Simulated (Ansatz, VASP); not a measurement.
Two plane-wave programs on Te

```
Te
1.0
     2.33625    1.34883    1.71321
    -2.33625    1.34883    1.71321
     0.00000   -2.69767    1.71321
Te
1
Direct
  0.50000 0.50000 0.50000
```

Alike in both runs: task single point; functional r2SCAN; k mesh 9 × 9 × 9; occupations fermi-dirac, width 0.05 eV; no spin polarisation.

|  | VASP | Ansatz |
| --- | --- | --- |
| version | VASP 6.6.1 | Ansatz 0.2.0 |
| potentials or method | VASP PAW PBE potentials, release 64 (Te) | Ansatz PAW |
| plane-wave cutoff (eV) | 520 | 500 |
| valence electrons in the cell | 6 | 16 |

```csv
,VASP,Ansatz,Ansatz less VASP
gap on the k mesh at the Fermi level (eV),none,none,-
pressure (GPa),-0.2,-0.1,+0.04
"traceless stress, the component that is largest in VASP (GPa)",0.41,0.40,-0.003
```

VASP's potentials were made for PBE, not for r2SCAN. A gap of «none» marks a metal or a gap that the smearing closes. The functional is the same, so the differences come from potentials, cutoffs and numerics. VASP's potentials hold 6 valence electrons a cell and Ansatz's 16, so a difference there can come from the potentials and not from the codes.

Neither program's run includes spin-orbit coupling.
